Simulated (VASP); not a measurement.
# Mg (P6_3/mmc) in VASP: a series of runs

Runs on Mg. Level: PBEsol. Tasks: relaxation of cell and atoms.

Everything below comes from runs of VASP 6.6.1. Logs are shortened: lines on timing, memory, paths and dates and some standing lists are left out, and cuts for length are marked.

### 1 The cell of the first run

It takes space group P6_3/mmc (No. 194, hexagonal). Conventional cell: a = 3.209 Å, b = 3.209 Å, c = 5.210 Å, α = 90.00°, β = 90.00°, γ = 120.00°. Mg (site symmetry -6m2) has 12 Mg at 3.20 to 3.21 Å within 4.2 Å.

### 2 Relaxation of cell and atoms, PBEsol, target pressure 2 GPa, at which the enthalpy is minimised

Input file INCAR:

```
SYSTEM = Mg
ALGO = Fast
EDIFF = 1E-7
EDIFFG = -0.01
ENCUT = 600
GGA = PS
IBRION = 2
ISIF = 3
ISMEAR = -1
LASPH = .True.
LCHARG = .False.
LREAL = .False.
LWAVE = .False.
NELM = 60
NSW = 60
PREC = Accurate
PSTRESS = 20.0
SIGMA = 0.05
```

Input file KPOINTS:

```
k-points
0
Gamma
  10 10 5
  0 0 0
```

Input file POSCAR:

```
Mg
1.0
    3.2093000000      0.0000000000      0.0000000000
   -1.6046500000      2.7793353284      0.0000000000
    0.0000000000      0.0000000000      5.2103000000
Mg
2
Direct
    0.6666666667      0.3333333333      0.7500000000
    0.3333333333      0.6666666667      0.2500000000
```

Potentials or basis: VASP PAW PBE potentials, release 64 (Mg).

The run is started by

```sh
cat potpaw_PBE.64/Mg/POTCAR > POTCAR
mpirun -np 1 vasp_std > vasp.out
```

OUTCAR:

```text
SYSTEM = Mg
   EDIFF = 1E-7
   EDIFFG = -0.01
   ENCUT = 600
   GGA = PS
   IBRION = 2
   ISIF = 3
   ISMEAR = -1
   LASPH = .True.
   LREAL = .False.
   NELM = 60
   NSW = 60
   PREC = Accurate
   PSTRESS = 20.0

 ion  position               nearest neighbor table
   1  0.667  0.333  0.750-   2 3.20   2 3.20   2 3.20   2 3.20   2 3.20   2 3.20
   2  0.333  0.667  0.250-   1 3.20   1 3.20   1 3.20   1 3.20   1 3.20   1 3.20

  LATTYP: Found a hexagonal cell.
 ALAT       =     3.2093000000
 C/A-ratio  =     1.6235004518

  Lattice vectors:

 A1 = (   3.2093000000,   0.0000000000,   0.0000000000)
 A2 = (  -1.6046500000,   2.7793353284,   0.0000000000)
 A3 = (   0.0000000000,   0.0000000000,   5.2103000000)

Analysis of symmetry for initial positions (statically):
=====================================================================
 Subroutine PRICEL returns:
 Original cell was already a primitive cell.

 Routine SETGRP: Setting up the symmetry group for a
 hexagonal supercell.

 Subroutine GETGRP returns: Found 24 space group operations
 (whereof 12 operations were pure point group operations)
 out of a pool of 24 trial point group operations.

The static configuration has the point symmetry D_3d.
 The point group associated with its full space group is D_6h.

Analysis of symmetry for dynamics (positions and initial velocities):
=====================================================================
 Subroutine PRICEL returns:
 Original cell was already a primitive cell.

 Routine SETGRP: Setting up the symmetry group for a
 hexagonal supercell.

 Subroutine GETGRP returns: Found 24 space group operations
 (whereof 12 operations were pure point group operations)
 out of a pool of 24 trial point group operations.

The dynamic configuration has the point symmetry D_3d.
 The point group associated with its full space group is D_6h.

 Subroutine INISYM returns: Found 24 space group operations
 (whereof 12 operations are pure point group operations),
 and found     1 'primitive' translations

----------------------------------------------------------------------------------------

                                     Primitive cell

  volume of cell :      46.4744

[... 106 lines left out ...]
   IMIX   =      4    mixing-type and parameters
     AMIX     =   0.40;   BMIX     =  1.00
     AMIX_MAG =   1.60;   BMIX_MAG =  1.00
  volume/ion in A,a.u.               =      23.24       156.81
  Fermi-wavevector in a.u.,A,eV,Ry     =   0.722809  1.365911  7.108401  0.522453
  Thomas-Fermi vector in A             =   1.812866
   LORBIT       =      0    0 simple, 1 ext, 2 COOP (PROOUT), +10 PAW based schemes
   GGA     = PS    functional components
   LHFCALC =     F    Hartree Fock is set to
   AEXX    =    0.0000 exact exchange contribution
   IVDW    =     0    specifies the selected vdW correction
   LEPSILON=     F    determine dielectric tensor
   LRPA    =     F    only Hartree local field effects (RPA)
 conjugate gradient relaxation of ions
 non-spin polarized calculation
 RMM-DIIS sequential band-by-band and
  energy-cutoff  :      600.00
  volume of cell :       46.47
 maximum number of plane-waves:      1578
 NGX is ok and might be reduce to    28
   NGX = 13   NGY = 13   NGZ = 21

--------------------------------------- Ionic step        1  -------------------------------------------

 number of electron       4.0000000 magnetization

 Free energy of the ion-electron system (eV)
  ---------------------------------------------------
  ext. energy  EPLUGINS =         0.00000000
  ---------------------------------------------------
  free energy    TOTEN  =        -3.43705090 eV

  energy without entropy =       -3.42518182  energy(sigma->0) =       -3.43111636

------------------------ aborting loop because EDIFF is reached ----------------------------------------

  FORCE on cell =-STRESS in cart. coord.  units (eV):
  Direction    XX          YY          ZZ          XY          YZ          ZX
  --------------------------------------------------------------------------------------
  -------------------------------------------------------------------------------------
  Total       -0.4302485     -0.4302485     -0.0961995     -0.0000000     -0.0000000      0.0000000
  in kB      -14.8325548    -14.8325548     -3.3164197     -0.0000000     -0.0000000      0.0000000
  external PRESSURE =     -30.9938431 kB  Pullay stress =      20.0000000 kB
[... 97 lines left out ...]
  energy  without entropy=       -3.4204993479  energy(sigma->0) =       -3.42568567

  enthalpy is  TOTEN    =        -2.8954810024 eV   P V=        0.5353909878

[... ionic steps 4 to 7 ...]

--------------------------------------- Ionic step        8  -------------------------------------------

 number of electron       4.0000000 magnetization

------------------------ aborting loop because EDIFF is reached ----------------------------------------
[... 71 lines left out ...]
--------------------------------------- Ionic step       10  -------------------------------------------

 number of electron       4.0000000 magnetization

 Free energy of the ion-electron system (eV)
  ---------------------------------------------------
  ext. energy  EPLUGINS =         0.00000000
  ---------------------------------------------------
  free energy    TOTEN  =        -3.43424642 eV

  energy without entropy =       -3.42638212  energy(sigma->0) =       -3.43031427

 E-fermi :   2.9917     XC(G=0):  -8.7415

 val. band max:        2.9427802398   @ k =   0.5000   0.0000   0.4000
 cond. band min:       3.0178931452   @ k =   0.4000   0.1000   0.4000
 fundamental gap:      0.0751129055
 Fermi energy:         2.9917498567

 k-point     1 :       0.0000    0.0000    0.0000
  band No.  band energies     occupation
      1      -4.2756      2.00000
      2       1.0007      2.00000
      3       1.4511      2.00000
      4      14.5483      0.00000
      5      14.5483      0.00000
      6      14.8664      0.00000
[... 199 lines left out ...]
 k-point    24 :       0.4000    0.1000    0.2000
  band No.  band energies     occupation
      1       0.2274      2.00000
      2       2.1224      2.00000
      3       3.5455      0.00003
      4       5.3652      0.00000
      5       7.3272      0.00000
      6       8.4595      0.00000

 [... further k-points ...]

------------------------ aborting loop because EDIFF is reached ----------------------------------------

  FORCE on cell =-STRESS in cart. coord.  units (eV):
  Direction    XX          YY          ZZ          XY          YZ          ZX
  --------------------------------------------------------------------------------------
  -------------------------------------------------------------------------------------
  Total        0.5286517      0.5286517      0.5314942      0.0000000     -0.0000000      0.0000000
  in kB       19.6964463     19.6964463     19.8023496      0.0000000     -0.0000000      0.0000000
  external PRESSURE =      -0.2682526 kB  Pullay stress =      20.0000000 kB
[... 21 lines left out ...]
  energy  without entropy=       -3.4263821186  energy(sigma->0) =       -3.43031427

  enthalpy is  TOTEN    =        -2.8974473219 eV   P V=        0.5367990972

 reached required accuracy - stopping structural energy minimisation
```

CONTCAR:

```text
Mg
   1.00000000000000
     3.0990624883040239    0.0000000000000000    0.0000000000000000
    -1.5495312441520119    2.6838668428224550    0.0000000000000000
    -0.0000000000000000    0.0000000000000000    5.1701252606411385
  Mg
     2
Direct
     0.6666666667000030    0.3333333332999970    0.7500000000000000
     0.3333333332999970    0.6666666667000030    0.2500000000000000

  0.00000000E+00  0.00000000E+00  0.00000000E+00
  0.00000000E+00  0.00000000E+00  0.00000000E+00
```

Wall time 93 s (1 thread of Intel Xeon 8259CL, shared host); peak memory 0.19 GiB.

What came out:

| Item | Value |
| --- | --- |
| Free energy | -3.4342 eV |
| Relaxed volume | 21.50 Å³/atom |
| Relaxed cell | a = 3.099 Å, b = 3.099 Å, c = 5.170 Å, α = 90.00°, β = 90.00°, γ = 120.00° |
| Space group after relaxing (to 0.1 Å) | P6_3/mmc (No. 194) |
| Energy change on relaxing (the run minimises the enthalpy) | +1.4 meV/atom |
| Ionic steps | 10 |
| Pressure after relaxing | 2.0 GPa |
| Band gap on the k mesh | zero (bands 2 and 3 overlap by 2.03 eV) |

The path:
| step | energy change (eV) | largest force (eV/Å) | pressure (GPa) | volume (Å³) |
| --- | --- | --- | --- | --- |
| 1 | 0.0000 | 0.0000 | -1.10 | 46.47 |
| 2 | -0.0002 | 0.0000 | 1.40 | 43.51 |
| 3 | 0.0062 | 0.0000 | 2.05 | 42.89 |
| 4 | 0.0071 | 0.0000 | 2.12 | 42.82 |
| 5 | 0.0058 | 0.0000 | 2.13 | 42.83 |
| 6 | 0.0054 | 0.0000 | 2.14 | 42.87 |
| 7 | 0.0048 | 0.0000 | 2.13 | 42.85 |
| 8 | 0.0047 | 0.0000 | 2.13 | 42.85 |
| 9 | 0.0047 | 0.0000 | 2.13 | 42.85 |
| 10 | 0.0028 | 0.0000 | 1.97 | 43.00 |

Final structure:
```xyz
2
Lattice="3.0991 0.0000 0.0000 -1.5495 2.6839 0.0000 0.0000 0.0000 5.1701" Properties=species:S:1:pos:R:3 pbc="T T T"
Mg    1.5495    0.8946    3.8776
Mg    0.0000    1.7892    1.2925
```

Caveat: the cell is relaxed towards a set pressure, so the run minimises the enthalpy, not the energy; the PAW data sets were made with another functional, which shifts forces and pressure a little.

### 3 Relaxation of cell and atoms, PBEsol, target pressure 10 GPa, at which the enthalpy is minimised

Input file INCAR:

```
SYSTEM = Mg
ALGO     = Normal         ! electronic algorithm
EDIFF    = 1E-7           ! SCF threshold, eV
EDIFFG   = -0.01          ! ionic threshold
ENCUT    = 600            ! plane-wave cutoff, eV
GGA      = PS             ! functional
IBRION   = 2              ! ionic algorithm
ISIF     = 3              ! what is computed and relaxed
ISMEAR   = -1             ! smearing method
LASPH    = .TRUE.         ! aspherical terms in the spheres
LCHARG   = .FALSE.        ! write CHGCAR
LREAL    = .FALSE.        ! projectors in reciprocal space
LWAVE    = .FALSE.        ! write WAVECAR
NELM     = 100            ! most SCF steps
NSW      = 60             ! ionic steps
PREC     = Accurate       ! precision mode
PSTRESS  = 100.0        
SIGMA    = 0.05           ! smearing width, eV
```

Input file KPOINTS:

```
k-points
0
G
  10 10 5
  0 0 0
```

POSCAR is that of step 2.

Potentials or basis: VASP PAW PBE potentials, release 64 (Mg).

The run is started by

```sh
cat potpaw_PBE.64/Mg/POTCAR > POTCAR
mpirun -np 1 vasp_std > vasp.out
```

OUTCAR:

```text
SYSTEM = Mg
   EDIFF = 1E-7
   EDIFFG = -0.01
   ENCUT = 600
   GGA = PS
   IBRION = 2
   ISIF = 3
   ISMEAR = -1
   LASPH = .TRUE.
   LREAL = .FALSE.
   NELM = 100
   NSW = 60
   PREC = Accurate
   PSTRESS = 100.0

 ion  position               nearest neighbor table
   1  0.667  0.333  0.750-   2 3.20   2 3.20   2 3.20   2 3.20   2 3.20   2 3.20
   2  0.333  0.667  0.250-   1 3.20   1 3.20   1 3.20   1 3.20   1 3.20   1 3.20

  LATTYP: Found a hexagonal cell.
 ALAT       =     3.2093000000
 C/A-ratio  =     1.6235004518

  Lattice vectors:

 A1 = (   3.2093000000,   0.0000000000,   0.0000000000)
 A2 = (  -1.6046500000,   2.7793353284,   0.0000000000)
 A3 = (   0.0000000000,   0.0000000000,   5.2103000000)

Analysis of symmetry for initial positions (statically):
=====================================================================
 Subroutine PRICEL returns:
 Original cell was already a primitive cell.

 Routine SETGRP: Setting up the symmetry group for a
 hexagonal supercell.

 Subroutine GETGRP returns: Found 24 space group operations
 (whereof 12 operations were pure point group operations)
 out of a pool of 24 trial point group operations.

The static configuration has the point symmetry D_3d.
 The point group associated with its full space group is D_6h.

Analysis of symmetry for dynamics (positions and initial velocities):
=====================================================================
 Subroutine PRICEL returns:
 Original cell was already a primitive cell.

 Routine SETGRP: Setting up the symmetry group for a
 hexagonal supercell.

 Subroutine GETGRP returns: Found 24 space group operations
 (whereof 12 operations were pure point group operations)
 out of a pool of 24 trial point group operations.

The dynamic configuration has the point symmetry D_3d.
 The point group associated with its full space group is D_6h.
[... 125 lines left out ...]
   LHFCALC =     F    Hartree Fock is set to
   AEXX    =    0.0000 exact exchange contribution
   IVDW    =     0    specifies the selected vdW correction
   LEPSILON=     F    determine dielectric tensor
   LRPA    =     F    only Hartree local field effects (RPA)
 conjugate gradient relaxation of ions
 non-spin polarized calculation
  energy-cutoff  :      600.00
  volume of cell :       46.47
 maximum number of plane-waves:      1578
 NGX is ok and might be reduce to    28
   NGX = 13   NGY = 13   NGZ = 21

--------------------------------------- Ionic step        1  -------------------------------------------

 number of electron       4.0000000 magnetization

 Free energy of the ion-electron system (eV)
  ---------------------------------------------------
  ext. energy  EPLUGINS =         0.00000000
  ---------------------------------------------------
  free energy    TOTEN  =        -3.43705088 eV

  energy without entropy =       -3.42518184  energy(sigma->0) =       -3.43111636

------------------------ aborting loop because EDIFF is reached ----------------------------------------

  FORCE on cell =-STRESS in cart. coord.  units (eV):
  Direction    XX          YY          ZZ          XY          YZ          ZX
  --------------------------------------------------------------------------------------
  -------------------------------------------------------------------------------------
  Total       -0.4302528     -0.4302528     -0.0962281      0.0000000      0.0000000      0.0000000
  in kB      -14.8327013    -14.8327013     -3.3174067      0.0000000      0.0000000      0.0000000
  external PRESSURE =    -110.9942698 kB  Pullay stress =     100.0000000 kB
[... 253 lines left out ...]
--------------------------------------- Ionic step        8  -------------------------------------------

 number of electron       4.0000000 magnetization

 Free energy of the ion-electron system (eV)
  ---------------------------------------------------
  ext. energy  EPLUGINS =         0.00000000
  ---------------------------------------------------
  free energy    TOTEN  =        -3.24141705 eV

  energy without entropy =       -3.23278098  energy(sigma->0) =       -3.23709902

 E-fermi :   3.8034     XC(G=0):  -9.1966

 val. band max:        3.8014555842   @ k =   0.5000   0.0000   0.4000
 cond. band min:       3.8062439198   @ k =   0.2000   0.1000   0.0000
 fundamental gap:      0.0047883356
 Fermi energy:         3.8034252474

 k-point     1 :       0.0000    0.0000    0.0000
  band No.  band energies     occupation
      1      -4.1135      2.00000
      2       1.6240      2.00000
      3       2.3670      2.00000
      4      16.0507      0.00000
      5      16.0507      0.00000
      6      16.6391      0.00000
[... 199 lines left out ...]
 k-point    24 :       0.4000    0.1000    0.2000
  band No.  band energies     occupation
      1       0.7571      2.00000
      2       2.7865      2.00000
      3       4.4199      0.00001
      4       6.3534      0.00000
      5       8.4445      0.00000
      6       9.7965      0.00000

 [... further k-points ...]

------------------------ aborting loop because EDIFF is reached ----------------------------------------

  FORCE on cell =-STRESS in cart. coord.  units (eV):
  Direction    XX          YY          ZZ          XY          YZ          ZX
  --------------------------------------------------------------------------------------
  -------------------------------------------------------------------------------------
  Total        2.3352937      2.3352937      2.3496497      0.0000000     -0.0000000      0.0000000
  in kB       99.8426543     99.8426544    100.4564269      0.0000000     -0.0000000      0.0000000
  external PRESSURE =       0.0472452 kB  Pullay stress =     100.0000000 kB
[... 21 lines left out ...]
  energy  without entropy=       -3.2327809828  energy(sigma->0) =       -3.23709902

  enthalpy is  TOTEN    =        -0.9024430414 eV   P V=        2.3389740126

 reached required accuracy - stopping structural energy minimisation
```

OSZICAR:

```text
N       E                     dE             d eps       ncg     rms          rms(c)
DAV:   1     0.709173352862E-01    0.70917E-01   -0.14383E+03   504   0.538E+02
DAV:   2    -0.343183122818E+01   -0.35027E+01   -0.32903E+01   720   0.314E+01
DAV:   3    -0.345707664505E+01   -0.25245E-01   -0.23901E-01   702   0.346E+00
[... 43 lines left out ...]
DAV:   1    -0.324381553743E+01    0.49165E-02   -0.14778E-04   618   0.874E-02    0.382E-03
DAV:   2    -0.324381550994E+01    0.27499E-07   -0.43099E-07   588   0.590E-03
   7 F= -.90243380E+00 E0= -.89810965E+00  d E =-.775342E-04
       N       E                     dE             d eps       ncg     rms          rms(c)
DAV:   1    -0.324141698276E+01    0.23986E-02   -0.34494E-05   636   0.430E-02    0.186E-03
DAV:   2    -0.324141705403E+01   -0.71270E-07   -0.89205E-08   564   0.267E-03
   8 F= -.90244304E+00 E0= -.89812501E+00  d E =-.867733E-04
```

It took 70 s on 1 thread of Intel Xeon 8259CL, shared host; peak memory 0.19 GiB.

Results:

| Quantity | Value |
| --- | --- |
| Free energy | -3.2414 eV |
| Relaxed volume | 18.74 Å³/atom |
| Relaxed cell | a = 2.973 Å, b = 2.973 Å, c = 4.896 Å, α = 90.00°, β = 90.00°, γ = 120.00° |
| Space group after relaxing (to 0.1 Å) | P6_3/mmc (No. 194) |
| Energy change on relaxing (the run minimises the enthalpy) | +97.8 meV/atom |
| Ionic steps | 8 |
| Pressure after relaxing | 10.0 GPa |
| Band gap on the k mesh | zero (bands 2 and 3 overlap by 1.91 eV) |

Step by step:
```csv
step,energy change (eV),largest force (eV/Å),pressure (GPa),volume (Å³)
1,0.0000,0.0000,-1.10,46.47
2,0.2652,0.0000,12.09,36.46
3,0.1989,0.0000,10.07,37.42
4,0.1885,0.0000,9.74,37.59
5,0.1884,0.0000,9.75,37.59
6,0.1883,0.0000,9.77,37.59
7,0.1932,0.0000,9.93,37.51
8,0.1956,0.0000,10.00,37.47
```

Final structure:
```
CELL_PARAMETERS angstrom
2.97298 0.00000 0.00000
-1.48649 2.57467 0.00000
0.00000 0.00000 4.89579
ATOMIC_POSITIONS crystal
Mg 0.66667 0.33333 0.75000
Mg 0.33333 0.66667 0.25000
```

Caveat: the cell is relaxed towards a set pressure, so the run minimises the enthalpy, not the energy; the volume moved by over 15 % at a fixed basis, so the end points are rough; the PAW data sets were made with another functional, which shifts forces and pressure a little.

(Continued in part 2 of 2.)
